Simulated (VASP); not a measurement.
Wanted: the native input for a VASP 6.6.1 run.

```yaml
Task: electric field gradients
Functional: LDA
Potentials_or_basis: VASP PAW LDA potentials, release 64 (Tl_d, Sn_d)
Cutoff: 520 eV
k_mesh: 9 × 9 × 8
Occupations: fermi-dirac, width 0.08 eV
Spin: no spin polarisation
Dipole_correction: no
Further_INCAR_settings: ALGO = Normal; EDIFF = 1e-08; NBANDS = 20
```

The structure of TlSn lies in POSCAR:

```
TlSn
1.0
    3.5409391629      0.0000000000      0.0000000000
    0.0000000000      3.5409391629      0.0000000000
    0.0000000000      0.0000000000      4.2856892256
Tl Sn
1 1
Direct
    0.0000000000      0.0000000000      0.0000000000
    0.5000000000      0.5000000000      0.5000000000
```

This cell differs from its parent crystal: volume scaled by 0.94.

The input as run:

INCAR

```
PREC     = Accurate       # precision mode
ENCUT    = 520            # plane-wave cutoff, eV
EDIFF    = 1E-8           # SCF threshold, eV
ISMEAR   = -1             # smearing method
SIGMA    = 0.08           # smearing width, eV
LREAL    = F              # projectors in reciprocal space
LASPH    = T              # aspherical terms in the spheres
NELM     = 80             # most SCF steps
ALGO     = Normal         # electronic algorithm
ISIF     = 2              # what is computed and relaxed
LWAVE    = F              # write WAVECAR
LCHARG   = F              # write CHGCAR
GGA      = CA             # functional
LEFG     = T            
NBANDS   = 20             # bands
```

KPOINTS

```
regular mesh
0
Gamma
  9 9 8
```

Potentials or basis: VASP PAW LDA potentials, release 64 (Tl_d, Sn_d).

Run with:

```bash
$ cat potpaw_LDA.64/Tl_d/POTCAR potpaw_LDA.64/Sn_d/POTCAR > POTCAR
$ mpirun -np 1 vasp_std > vasp.out
```

It gave:

```json
{"Pressure": "-0.7 GPa"}
```

Caveat: without QUAD_EFG the Cq values of the log hold for a quadrupole moment of 1 mb, not for the nuclei.

Wall time 41 s on 1 thread of Intel(R) Xeon(R) Platinum 8488C (Sapphire Rapids), with other jobs on the host, peak memory 0.2 GiB.
